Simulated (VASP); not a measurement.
## KTaO3: relaxation of cell and atoms with PBEsol

Crystal: KTaO3.

```
CELL_PARAMETERS angstrom
4.02438 0.00000 0.00000
0.00000 4.02438 0.00000
0.00000 0.00000 4.02438
ATOMIC_POSITIONS crystal
K 0.50000 0.50000 0.50000
Ta 0.00000 0.00000 0.00000
O 0.50000 0.00000 0.00000
O 0.00000 0.50000 0.00000
O 0.00000 0.00000 0.50000
```

```json
{
  "Program": "VASP 6.6.1",
  "Task": "relaxation of cell and atoms",
  "Functional": "PBEsol",
  "Potentials or basis": "VASP PAW PBE potentials, release 64 (K_sv, Ta_pv, O)",
  "Cutoff": "600 eV",
  "k mesh": "6 × 6 × 6",
  "Occupations": "fermi-dirac, width 0.02 eV",
  "Spin": "no spin polarisation",
  "Dipole correction": "no",
  "Further INCAR settings": "ALGO = Normal; EDIFF = 1e-06; IBRION = 2; EDIFFG = -0.005; NSW = 80; ISIF = 3"
}
```

* Relaxed volume: 12.70 Å³/atom
* Relaxed cell: a = 3.989 Å, b = 3.989 Å, c = 3.989 Å, α = 90.00°, β = 90.00°, γ = 90.00°
* Space group after relaxing (to 0.05 Å): Pm-3m (No. 221)
* Energy gained by relaxing: 5.5 meV/atom
* Ionic steps: 3
* Pressure after relaxing: 0.0 GPa
* Band gap on the k mesh: 2.08 eV, indirect (least direct gap 2.71 eV)

Step by step:
```tsv
step	energy change (eV)	largest force (eV/Å)	pressure (GPa)	volume (Å³)
1	0.0000	0.0000	-5.07	65.18
2	0.0196	0.0000	7.42	61.37
3	-0.0277	0.0000	-0.04	63.48
```

Final structure:
```xyz
5
Lattice="3.9892 0.0000 0.0000 0.0000 3.9892 0.0000 0.0000 0.0000 3.9892" Properties=species:S:1:pos:R:3 pbc="T T T"
K     1.9946    1.9946    1.9946
Ta    0.0000    0.0000    0.0000
O     1.9946    0.0000    0.0000
O     0.0000    1.9946    0.0000
O     0.0000    0.0000    1.9946
```

Levels at points of the mesh, in eV from the valence-band top:
```csv
k point,band 17,band 18,band 19,band 20,band 21,band 22
"(0.00, 0.00, 0.00)",-0.62,-0.62,-0.62,2.08,2.08,2.08
"(0.50, 0.00, 0.00)",-1.55,-0.85,-0.85,2.25,4.98,4.98
"(0.50, 0.50, 0.00)",-1.45,-1.45,-0.04,5.02,5.02,6.30
"(0.50, 0.50, 0.50)",0.00,0.00,0.00,6.44,6.44,6.44
```

Run time: 34 s on 1 thread of Intel(R) Xeon(R) 6975P-C (Granite Rapids), with other jobs on the host, peak memory 0.2 GiB.

Caveat: the PAW data sets were made with another functional, which shifts forces and pressure a little; spin-orbit coupling is left out, which moves the levels of the heavy elements. A hybrid or GW would open this gap; PBEsol tends to underestimate it.
